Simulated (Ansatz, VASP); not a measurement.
## One calculation of Ti, two programs

The input INCAR:

```
SYSTEM = Ti
ALGO = Normal ; EDIFF = 1E-6
ENCUT = 520 ; ISIF = 2
ISMEAR = -1 ; LASPH = .True.
LCHARG = .False. ; LREAL = .False.
LWAVE = .False. ; NBANDS = 12
NELM = 80 ; PREC = Accurate
SIGMA = 0.05
```

Contents of KPOINTS:

```
k-points
0
Gamma
  14 14 14
  0 0 0
```

POSCAR

```
Ti
1.0
    0.0000000000      2.0163754284      2.0163754284
    2.0163754284      0.0000000000      2.0163754284
    2.0163754284      2.0163754284      0.0000000000
Ti
1
Direct
    0.0000000000      0.0000000000      0.0000000000
```

Input for Ansatz:

```yaml
crystal:
  lattice:
    - [0.0, 2.0163754284, 2.0163754284]
    - [2.0163754284, 0.0, 2.0163754284]
    - [2.0163754284, 2.0163754284, 0.0]
  atoms:
    - { symbol: Ti, position: [0.0, 0.0, 0.0] }
kpoints:
  mp_grid: { grid: [14, 14, 14] }
  band_path:
    path:
      - [0.0, 0.0, 0.0]
      - [0.5, 0.0, 0.5]
      - [0.625, 0.25, 0.625]
      - [0.375, 0.375, 0.75]
      - [0.0, 0.0, 0.0]
      - [0.5, 0.5, 0.5]
      - [0.5, 0.25, 0.75]
      - [0.5, 0.0, 0.5]
    npoints: 5
scf:
  occupations: { method: fermi_dirac, width: 0.05 }
hamiltonian:
  xc: lda
  pseudopotentials: { kind: all_electron, lapw: { basis_error: 0.00025 } }
output:
  forces: true
  stress: true
  eigenvalues: true
```

Change from the starting cell: volume scaled by 0.98.

Alike in both runs: task single point; functional LDA; k mesh 14 × 14 × 14; occupations fermi-dirac, width 0.05 eV; no spin polarisation.

|  | VASP | Ansatz |
| --- | --- | --- |
| version | VASP 6.6.1 | Ansatz 0.2.0 |
| potentials or method | VASP PAW LDA potentials, release 64 (Ti_sv), cutoff 520 eV | all-electron LAPW, scalar-relativistic |

```tsv
	VASP	Ansatz	Ansatz less VASP
pressure (GPa)	-2.8	-2.7	+0.13
```

LDA's correlation is that of Perdew and Zunger in VASP and of Perdew and Wang (1992) in Ansatz. Ansatz ran all-electron here, and VASP with PAW potentials.
